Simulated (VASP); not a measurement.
A run of VASP 6.6.1 is set up as follows.

The input INCAR:

```
PREC = Accurate
ENCUT = 520
EDIFF = 1E-7
ISMEAR = 0
SIGMA = 0.02
LREAL = False
LASPH = True
NELM = 60
ALGO = Normal
ISIF = 2
LWAVE = False
LCHARG = False
GGA = PE
NBANDS = 36
```

File KPOINTS:

```
Automatic mesh
0
Gamma
  12 12 4
```

POSCAR

```
Zn3SeS2
1.0
    3.9172798959     -0.0000000289      0.0000000000
   -1.9586399229      3.3924639180      0.0000000000
    0.0000000000      0.0000000000      9.5996207000
Zn Se S
3 1 2
Direct
    0.0000000000      0.0000000000      0.0095910000
    0.6666666667      0.3333333333      0.3334870000
    0.3333333333      0.6666666667      0.6565060000
    0.0000000000      0.0000000000      0.7514400000
    0.6666666667      0.3333333333      0.0874180000
    0.3333333333      0.6666666667      0.4115570000
```

Potentials or basis: VASP PAW PBE potentials, release 64 (Zn, Se, S).

Launch:

```bash
$ cat potpaw_PBE.64/Zn/POTCAR potpaw_PBE.64/Se/POTCAR potpaw_PBE.64/S/POTCAR > POTCAR
$ mpirun -np 1 vasp_std > vasp.out
```

(1) Predict the band gap on the k mesh.

(2) What does it give for the pressure?

(3) Predict the largest force.

## Answers

(1) 1.43 eV, direct.

(2) 0.2 GPa.

(3) 0.009 eV/Å.
